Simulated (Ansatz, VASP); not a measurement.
One calculation of ScAl3, two programs

```xyz
4
Lattice="3.0106 0.0000 0.0000 -1.5053 2.6073 0.0000 0.0000 0.0000 9.4351" Properties=species:S:1:pos:R:3 pbc="T T T"
Sc    1.5053    0.8691    0.0000
Al    0.0000    1.7382    6.9953
Al    0.0000    1.7382    2.4398
Al    1.5053    0.8691    4.7175
```

Alike in both runs: task relaxation of cell and atoms; functional PBE; k mesh 18 × 18 × 6; occupations gaussian, width 0.1 eV; no spin polarisation.

|  | VASP | Ansatz |
| --- | --- | --- |
| version | VASP 6.6.1 | Ansatz 0.2.0 |
| potentials or method | VASP PAW PBE potentials, release 64 (Sc_sv, Al), cutoff 600 eV | scalar-relativistic, plane waves, PAW |
| valence electrons in the cell | 20 | 20 |

VASP gave:

```
gap on the k mesh at the Fermi level, each at its own relaxed structure (eV) : none
relaxed volume (Å³/atom)                                                     : 18.54
relaxed cell length with the largest relative difference (Å)                 : 3.050
```

Task: What did Ansatz give for the same quantities?

Result: gap on the k mesh at the Fermi level, each at its own relaxed structure (eV): none; relaxed volume (Å³/atom): 18.53; relaxed cell length with the largest relative difference (Å): 3.048.

A gap of «none» marks a metal or a gap that the smearing closes.
